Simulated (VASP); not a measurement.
A run of VASP 6.6.1 is set up as follows.

Contents of INCAR:

```
SYSTEM = FeO
PREC = Accurate
ENCUT = 520
EDIFF = 1E-7
ISMEAR = 0
SIGMA = 0.05
LREAL = .FALSE.
LASPH = .TRUE.
NELM = 150
ALGO = Normal
ISIF = 2
LWAVE = .FALSE.
LCHARG = .TRUE.
ISPIN = 2
MAGMOM = 3.79 0.5
LORBIT = 11
LMAXMIX = 4
GGA = PE
LELF = .TRUE.
LVHAR = .TRUE.
NBANDS = 18
```

The input KPOINTS:

```
regular mesh
0
G
  1 1 19
  0 0 0
```

Contents of POSCAR:

```
FeO
1.0
    9.9000000000      0.0000000000      0.0000000000
    0.0000000000      9.3000000000      0.0000000000
    0.0000000000      0.0000000000      3.4901481529
Fe O
1 1
Direct
    0.4559324728      0.5000000000      0.0000000000
    0.5440675272      0.5000000000      0.5000000000
```

Potentials or basis: VASP PAW PBE potentials, release 64 (Fe, O).

Launch:

```bash
$ cat potpaw_PBE.64/Fe/POTCAR potpaw_PBE.64/O/POTCAR > POTCAR
$ mpirun -np 1 vasp_std > vasp.out
```

(1) Predict the net moment.

(2) Estimate the site moments.

(3) Predict the largest force.

Results:

(1) 4.00 μB per cell.

(2) Fe +3.45; O +0.19 μB.

(3) 2.953 eV/Å.

Caveat: only a ferromagnetic start was run, and an antiferromagnetic order may lie lower in energy.
